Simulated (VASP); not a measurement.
Runs of VASP 6.6.1 on GaAs. The structure is that of space group F-43m (No. 216), or close to it. The cells are those of the table. 

| cell | gap on the mesh (eV) | pressure (GPa) |
| --- | --- | --- |
| a = 4.042, b = 4.042, c = 4.063 Å, angles 59.8, 59.8, 60.3°, 2 atoms | 0.20 | 0.8 |
| a = 4.098, b = 4.098, c = 4.063 Å, angles 60.3, 60.3, 59.4°, 2 atoms | - | (c) |
| a = 4.022, b = 4.022, c = 4.063 Å, angles 59.7, 59.7, 60.7°, 2 atoms | 0.24 | (a) |
| a = 4.083, b = 4.083, c = 4.063 Å, angles 60.2, 60.2, 59.7°, 2 atoms | 0.07 | -0.4 |
| a = 4.103, b = 4.103, c = 4.063 Å, angles 60.3, 60.3, 59.3°, 2 atoms | none | (b) |

Alike in all rows: task single point; level PBE; potentials or basis VASP PAW PBE potentials, release 64 (Ga_d, As); no spin polarisation; k mesh 10 × 10 × 10; cutoff (eV) 520; smearing gaussian 0.03 eV.

Problem. Fill in the values left out.

Solution. (a) 1.4; (b) -1.0; (c) -0.9.

A k mesh can miss the band edges, and the runs leave out spin-orbit coupling on As, Ga.

A gap of «none» marks levels without a gap at the run's occupations.
